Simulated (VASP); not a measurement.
**Ti3Si2: relaxation of cell and atoms with PBE**

Crystal: Ti3Si2.

```
Ti Si
1.0
     6.79468    0.00000    0.00000
    -3.39734    5.88436    0.00000
     0.00000    0.00000    4.24274
Ti Si
6 4
Direct
  0.92129 0.61656 0.75000
  0.07871 0.38344 0.25000
  0.69527 0.07871 0.75000
  0.30473 0.92129 0.25000
  0.38344 0.30473 0.75000
  0.61656 0.69527 0.25000
  0.33333 0.66667 0.75000
  0.66667 0.33333 0.25000
  0.00000 0.00000 0.00000
  0.00000 0.00000 0.50000
```

The cell was built from a structure type or drawn by symmetry, and may not be a known phase.

```yaml
Program: VASP 6.6.1
Task: relaxation of cell and atoms
Functional: PBE
Potentials_or_basis: VASP PAW PBE potentials, release 64 (Ti_sv, Si)
Cutoff: 600 eV
k_mesh: 3 × 3 × 4
Occupations: gaussian, width 0.1 eV
Spin: no spin polarisation
Dipole_correction: no
Further_INCAR_settings: ALGO = Fast; EDIFF = 1e-06; IBRION = 2; EDIFFG = -0.04; NSW = 90; ISIF = 3
```

```
Relaxed volume                        : 16.32 Å³/atom
Relaxed cell                          : a = 6.525 Å, b = 6.525 Å, c = 4.427 Å, α = 90.00°, β = 90.00°, γ = 120.00°
Space group after relaxing (to 0.1 Å) : P6_3/m (No. 176)
Energy gained by relaxing             : 67.7 meV/atom
Ionic steps                           : 11
Pressure after relaxing               : 0.1 GPa
Largest force after relaxing          : 0.018 eV/Å
Band gap on the k mesh                : zero (bands 44 and 45 overlap by 0.25 eV)
```

Forces in eV/Å, atoms in the order of the input:
```
Ti  -0.003  0.017  0.000
Ti   0.003 -0.017  0.000
Ti   0.016 -0.006  0.000
Ti  -0.016  0.006  0.000
Ti  -0.014 -0.011  0.000
Ti   0.014  0.011  0.000
Si   0.000  0.000  0.000
Si   0.000  0.000  0.000
Si   0.000  0.000  0.000
Si   0.000  0.000  0.000
```

Stress tensor (GPa, compression positive):
```
0.03 0.00 0.00
0.00 0.03 0.00
0.00 0.00 0.22
```

Step by step:
```
step  energy change (eV)  largest force (eV/Å)  pressure (GPa)  volume (Å³)
   1              0.0000                0.7583           -2.44       169.63
   2             -0.3552                0.7750            1.48       163.27
   3             -0.3982                0.8248            3.53       160.43
   4             -0.6076                0.4130           -0.48       164.24
   5             -0.6237                0.3257           -1.30       165.21
   6             -0.6533                0.1862            0.16       163.07
   7             -0.6659                0.1851            0.31       162.92
   8             -0.6743                0.0954           -0.08       163.49
   9             -0.6758                0.0478           -0.33       163.81
  10             -0.6767                0.0003            0.28       163.04
  11             -0.6768                0.0176            0.09       163.25
```

Final structure:
```
CELL_PARAMETERS angstrom
6.52542 0.00000 0.00000
-3.26271 5.65118 0.00000
0.00000 0.00000 4.42693
ATOMIC_POSITIONS crystal
Ti 0.89739 0.59692 0.75000
Ti 0.10261 0.40308 0.25000
Ti 0.69953 0.10261 0.75000
Ti 0.30047 0.89739 0.25000
Ti 0.40308 0.30047 0.75000
Ti 0.59692 0.69953 0.25000
Si 0.33333 0.66667 0.75000
Si 0.66667 0.33333 0.25000
Si 0.00000 0.00000 0.00000
Si 0.00000 0.00000 0.50000
```

Levels at points of the mesh, in eV from the Fermi level:
| k point | band 42 | band 43 | band 44 | band 45 | band 46 | band 47 |
| --- | --- | --- | --- | --- | --- | --- |
| (0.00, 0.00, 0.00) | -0.55 | -0.34 | -0.18 | -0.18 | -0.14 | -0.14 |
| (0.00, 0.00, 0.50) | -0.40 | -0.18 | -0.18 | 0.64 | 0.64 | 0.85 |

It took 45 min on 1 thread of AMD EPYC 9R45 96-Core Processor (Zen 5) (shared host), peak memory 0.35 GiB.

Caveat: the k points lie up to 0.37 Å⁻¹ apart in the final cell.
